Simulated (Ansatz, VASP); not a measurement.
# MgBe2Te2O: VASP beside Ansatz

File INCAR:

```
SYSTEM = MgBe2Te2O
PREC     = Accurate       ! precision mode
ENCUT    = 600            ! plane-wave cutoff, eV
EDIFF    = 1E-6           ! SCF threshold, eV
ISMEAR   = 0              ! smearing method
SIGMA    = 0.1            ! smearing width, eV
LREAL    = .FALSE.        ! projectors in reciprocal space
LASPH    = .TRUE.         ! aspherical terms in the spheres
NELM     = 80             ! most SCF steps
ALGO     = Normal         ! electronic algorithm
ISIF     = 3              ! what is computed and relaxed
LWAVE    = .FALSE.        ! write WAVECAR
LCHARG   = .FALSE.        ! write CHGCAR
GGA      = PE             ! functional
IBRION   = 2              ! ionic algorithm
NSW      = 100            ! ionic steps
EDIFFG   = -0.01          ! ionic threshold
```

File KPOINTS:

```
Automatic mesh
0
G
  12 12 4
  0 0 0
```

The input POSCAR:

```
MgBe2Te2O
1.0
    3.3199967967      0.0000000000      0.0000000000
    0.0000000000      3.3199967967      0.0000000000
    0.0000000000      0.0000000000     10.5470148249
Mg Be Te O
1 2 2 1
Direct
    0.0000000000      0.0000000000      0.0000000000
    0.5000000000      0.0000000000      0.5694505613
    0.0000000000      0.5000000000      0.4305494387
    0.5000000000      0.0000000000      0.3392178976
    0.0000000000      0.5000000000      0.6607821024
    0.5000000000      0.5000000000      0.0000000000
```

Input for Ansatz:

```yaml
crystal:
  lattice:
    - [3.3199967967, 0.0, 0.0]
    - [0.0, 3.3199967967, 0.0]
    - [0.0, 0.0, 10.5470148249]
  atoms:
    - { symbol: Mg, position: [0.0, 0.0, 0.0] }
    - { symbol: Be, position: [0.5, 0.0, 0.5694505613] }
    - { symbol: Be, position: [0.0, 0.5, 0.4305494387] }
    - { symbol: Te, position: [0.5, 0.0, 0.3392178976] }
    - { symbol: Te, position: [0.0, 0.5, 0.6607821024] }
    - { symbol: O, position: [0.5, 0.5, 0.0] }
basis:
  ecutwfc: 420
kpoints:
  mp_grid: { grid: [12, 12, 4] }
hamiltonian:
  xc: pbe
scf:
  occupations: { method: gaussian, width: 0.1 }
output:
  forces: true
  stress: true
  eigenvalues: true
relax:
  adjacent_minimum: "off"
  f_tol: 0.01
  max_steps: 80
  cell: { stress_tol: 0.05 }
```

Change from the starting cell: species swapped into the Pr2FeSi2Ru type (P-4m2, No. 115).

Alike in both runs: task relaxation of cell and atoms; functional PBE; k mesh 12 × 12 × 4; occupations gaussian, width 0.1 eV; no spin polarisation.

|  | VASP | Ansatz |
| --- | --- | --- |
| version | VASP 6.6.1 | Ansatz 0.2.0 |
| potentials or method | VASP PAW PBE potentials, release 64 (Mg, Be, Te, O), cutoff 600 eV | scalar-relativistic, plane waves, PAW |
| valence electrons in the cell | 24 | 52 |

```csv
,VASP,Ansatz,Ansatz less VASP
"gap on the k mesh at the Fermi level, each at its own relaxed structure (eV)",none,none,-
relaxed volume (Å³/atom),19.50,19.53,+0.028
relaxed cell length with the largest relative difference (Å),10.551,10.560,+0.0090
```

A gap of «none» marks a metal or a gap that the smearing closes. VASP's potentials hold 24 valence electrons a cell and Ansatz's 52, so a difference there can come from the potentials and not from the codes.

Neither program's run includes spin-orbit coupling.
